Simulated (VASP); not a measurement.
**Pb: single point with PBEsol**

Pb:

```
Pb
1.0
    -1.97966    1.97966    1.97966
     1.97966   -1.97966    1.97966
     1.97966    1.97966   -1.97966
Pb
1
Direct
  0.00000 0.00000 0.00000
```

```yaml
Program: VASP 6.6.1
Task: single point
Functional: PBEsol
Potentials_or_basis: VASP PAW PBE potentials, release 64 (Pb_d)
Cutoff: 520 eV
k_mesh: 13 × 13 × 13
Occupations: fermi-dirac, width 0.08 eV
Spin: non-collinear spin, zero start, spin-orbit coupling
Starting_moments: "[[0.0, 0.0, 0.0]] μB"
```

```yaml
Pressure: -1.4 GPa
Net_moment: 0.00 μB per cell
Valence_electrons_inside_the_program's_atomic_spheres: Pb 11.94
```

Moments on the atoms (μB; x, y, z):
```
Pb  0.00 0.00 0.00
```

Wall time 3.2 min on 1 thread of Intel(R) Xeon(R) Platinum 8375C CPU @ 2.90GHz (Ice Lake) (shared host), peak memory 0.3 GiB.

Caveat: the PAW data sets were made with another functional, which shifts forces and pressure a little.
